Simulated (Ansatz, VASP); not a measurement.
## ScAl7N8: VASP beside Ansatz

INCAR

```
ALGO = Normal ; EDIFF = 1E-6
EDIFFG = -0.004 ; ENCUT = 600
IBRION = 2 ; ISIF = 3
ISMEAR = 0 ; LASPH = True
LCHARG = False ; LREAL = Auto
LWAVE = False ; NELM = 100
NSW = 80 ; PREC = Accurate
SIGMA = 0.02
```

KPOINTS

```
k-points
0
Gamma
  4 4 5
```

POSCAR

```
ScAl7N8
1.0
    6.2990000000      0.0000000000      0.0000000000
   -3.1495000000      5.4550940184      0.0000000000
    0.0000000000      0.0000000000      4.9695000000
Al Sc N
7 1 8
Direct
    0.1666666667      0.3333333333      0.0000000000
    0.1666666667      0.8333333333      0.0000000000
    0.6666666667      0.8333333333      0.0000000000
    0.3333333333      0.1666666667      0.5000000000
    0.3333333333      0.6666666667      0.5000000000
    0.8333333333      0.1666666667      0.5000000000
    0.8333333333      0.6666666667      0.5000000000
    0.6666666667      0.3333333333      0.0000000000
    0.1666666667      0.3333333333      0.3820000000
    0.1666666667      0.8333333333      0.3820000000
    0.6666666667      0.3333333333      0.3820000000
    0.6666666667      0.8333333333      0.3820000000
    0.3333333333      0.1666666667      0.8820000000
    0.3333333333      0.6666666667      0.8820000000
    0.8333333333      0.1666666667      0.8820000000
    0.8333333333      0.6666666667      0.8820000000
```

Input for Ansatz:

```yaml
crystal:
  lattice:
    - [6.299, 0.0, 0.0]
    - [-3.1495, 5.4550940184, 0.0]
    - [0.0, 0.0, 4.9695]
  atoms:
    - { symbol: Al, position: [0.1666666667, 0.3333333333, 0.0] }
    - { symbol: Al, position: [0.1666666667, 0.8333333333, 0.0] }
    - { symbol: Sc, position: [0.6666666667, 0.3333333333, 0.0] }
    - { symbol: Al, position: [0.6666666667, 0.8333333333, 0.0] }
    - { symbol: Al, position: [0.3333333333, 0.1666666667, 0.5] }
    - { symbol: Al, position: [0.3333333333, 0.6666666667, 0.5] }
    - { symbol: Al, position: [0.8333333333, 0.1666666667, 0.5] }
    - { symbol: Al, position: [0.8333333333, 0.6666666667, 0.5] }
    - { symbol: "N", position: [0.1666666667, 0.3333333333, 0.382] }
    - { symbol: "N", position: [0.1666666667, 0.8333333333, 0.382] }
    - { symbol: "N", position: [0.6666666667, 0.3333333333, 0.382] }
    - { symbol: "N", position: [0.6666666667, 0.8333333333, 0.382] }
    - { symbol: "N", position: [0.3333333333, 0.1666666667, 0.882] }
    - { symbol: "N", position: [0.3333333333, 0.6666666667, 0.882] }
    - { symbol: "N", position: [0.8333333333, 0.1666666667, 0.882] }
    - { symbol: "N", position: [0.8333333333, 0.6666666667, 0.882] }
scf:
  occupations: { method: gaussian, width: 0.02 }
output:
  forces: true
  stress: true
hamiltonian:
  xc: lda
kpoints:
  mp_grid: { grid: [4, 4, 5] }
relax:
  f_tol: 0.004
  cell: { stress_tol: 0.03 }
```

Alike in both runs: task relaxation of cell and atoms; functional LDA; k mesh 4 × 4 × 5; occupations gaussian, width 0.02 eV; no spin polarisation.

```csv
,VASP,Ansatz
version,VASP 6.6.1,Ansatz 0.2.0
potentials or method,"VASP PAW LDA potentials, release 64 (Al, Sc_sv, N)","scalar-relativistic, plane waves, PAW"
plane-wave cutoff (eV),600,420
valence electrons in the cell,72,72
```

VASP gave:

```
relaxed volume (Å³/atom) : 10.65
```

**Question.** Estimate Ansatz's values.

**Answer.** Relaxed volume (Å³/atom): 10.61.

LDA's correlation is that of Perdew and Zunger in VASP and of Perdew and Wang (1992) in Ansatz.
